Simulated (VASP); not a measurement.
Wanted: the native input for a VASP 6.6.1 run.

```
Task                   : single point
Functional             : RPBE
Potentials or basis    : VASP PAW PBE potentials, release 64 (Co)
Cutoff                 : 520 eV
k mesh                 : 16 × 16 × 5
Occupations            : fermi-dirac, width 0.05 eV
Spin                   : collinear spin, ferromagnetic start
Starting moments       : [1.748, 1.748, 1.764, 1.764] μB
Dipole correction      : no
Further INCAR settings : ALGO = Normal; EDIFF = 1e-06; NBANDS = 30
```

The structure of Co lies in POSCAR:

```
Co
1.0
    2.5185296095      0.0000000000      0.0000000000
   -1.2592648048      2.1811106220      0.0000000000
    0.0000000000      0.0000000000      8.1716774884
Co
4
Direct
    0.0000000000      0.0000000000      0.0000000000
    0.0000000000      0.0000000000      0.5000000000
    0.3333333333      0.6666666667      0.2500000000
    0.6666666667      0.3333333333      0.7500000000
```

The input as run:

INCAR

```
SYSTEM = Co
PREC = Accurate
ENCUT = 520
EDIFF = 1E-6
ISMEAR = -1
SIGMA = 0.05
LREAL = .False.
LASPH = .True.
NELM = 150
ALGO = Normal
ISIF = 2
LWAVE = .False.
LCHARG = .False.
ISPIN = 2
MAGMOM = 1.748 1.748 1.764 1.764
LORBIT = 11
LMAXMIX = 4
GGA = RP
NBANDS = 30
```

KPOINTS

```
regular mesh
0
Gamma
  16 16 5
  0 0 0
```

Potentials or basis: VASP PAW PBE potentials, release 64 (Co).

Launch:

```bash
$ cat potpaw_PBE.64/Co/POTCAR > POTCAR
$ mpirun -np 1 vasp_std > vasp.out
```

It gave:

```
Pressure                                              : -0.9 GPa
Net moment                                            : 6.63 μB per cell
Site moments                                          : Co +1.68, +1.70 μB
Valence electrons inside the program's atomic spheres : Co 8.21
```

Caveat: the PAW data sets were made with another functional, which shifts forces and pressure a little.

It took 2.2 min on 1 thread of Intel(R) Xeon(R) 6975P-C (Granite Rapids), on a shared host, peak memory 0.29 GiB.
